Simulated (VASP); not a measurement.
Ag4C: single point with PBEsol

The system is Ag4C, a slab with vacuum.

```
Ag C
1.0
     2.86690    0.00000    0.00000
     0.00000    2.86690    0.00000
     0.00000    0.00000   25.08162
Ag C
4 1
Cartesian
  1.4335 1.4335 8.5000
  0.0000 0.0000 10.5272
  1.4335 1.4335 12.5634
  0.0000 0.0000 14.7563
  1.4335 1.4335 15.2219
```

```yaml
Program: VASP 6.6.1
Task: single point
Functional: PBEsol
Potentials_or_basis: VASP PAW PBE potentials, release 64 (Ag, C)
Cutoff: 520 eV
k_mesh: 10 × 10 × 1
Occupations: gaussian, width 0.1 eV
Spin: no spin polarisation
Dipole_correction: yes
Further_INCAR_settings: ALGO = Normal; EDIFF = 1e-06; NBANDS = 32
```

```json
{
  "Largest force": "0.166 eV/Å",
  "Band gap on the k mesh": "zero (bands 24 and 25 overlap by 2.16 eV)"
}
```

Forces in eV/Å, atoms in the order of the input:
```
Ag   0.000  0.000  0.166
Ag   0.000  0.000 -0.158
Ag   0.000  0.000  0.007
Ag   0.000  0.000  0.010
C    0.000  0.000 -0.024
```

Levels at points of the mesh, in eV from the Fermi level:
| k point | band 20 | band 21 | band 22 | band 23 | band 24 | band 25 | band 26 | band 27 | band 28 | band 29 |
| --- | --- | --- | --- | --- | --- | --- | --- | --- | --- | --- |
| (0.00, 0.00, 0.00) | -3.21 | -2.92 | -2.92 | -2.89 | -2.40 | 0.44 | 0.45 | 0.45 | 3.25 | 4.38 |
| (0.50, 0.00, 0.00) | -3.02 | -2.99 | -2.56 | -0.39 | -0.27 | 0.18 | 0.40 | 2.89 | 4.28 | 4.51 |
| (0.50, 0.50, 0.00) | -2.41 | -2.41 | -2.39 | -1.72 | 1.38 | 2.86 | 2.86 | 5.38 | 5.53 | 5.53 |

Run time: 3 min on 1 thread of AMD EPYC 9R45 96-Core Processor (Zen 5), on a shared host, peak memory 0.36 GiB.

Caveat: the PAW data sets were made with another functional, which shifts forces and pressure a little.
